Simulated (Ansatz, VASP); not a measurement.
# SiC in VASP and in Ansatz

```
Si C
1.0
     3.05930    0.00000    0.00000
    -1.52965    2.64943    0.00000
     0.00000    0.00000   15.01171
Si C
6 6
Direct
  0.33333 0.66667 0.83299
  0.66667 0.33333 0.33299
  0.66667 0.33333 0.66650
  0.33333 0.66667 0.16650
  0.00000 0.00000 0.49972
  0.00000 0.00000 0.99972
  0.00000 0.00000 0.87437
  0.00000 0.00000 0.37437
  0.33333 0.66667 0.70800
  0.66667 0.33333 0.20800
  0.66667 0.33333 0.54151
  0.33333 0.66667 0.04151
```

Alike in both runs: functional LDA; k mesh 12 × 12 × 2; occupations gaussian, width 0.02 eV; no spin polarisation.

Ansatz relaxed the structure, and its values are those at the end. VASP's run is a single point on that final structure, the one shown.

```csv
,VASP,Ansatz
version,VASP 6.6.1,Ansatz 0.2.0
potentials or method,"VASP PAW LDA potentials, release 64 (Si, C), cutoff 520 eV","scalar-relativistic, plane waves, PAW"
valence electrons in the cell,48,48
```

|  | VASP | Ansatz | Ansatz less VASP |
| --- | --- | --- | --- |
| gap on the k mesh at the Fermi level (eV) | 1.97 | 1.98 | +0.011 |
| least direct gap on the mesh (eV) | 3.07 | 3.08 | +0.012 |
| pressure (GPa) | 0.4 | 0.0 | -0.41 |

LDA's correlation is that of Perdew and Zunger in VASP and of Perdew and Wang (1992) in Ansatz.
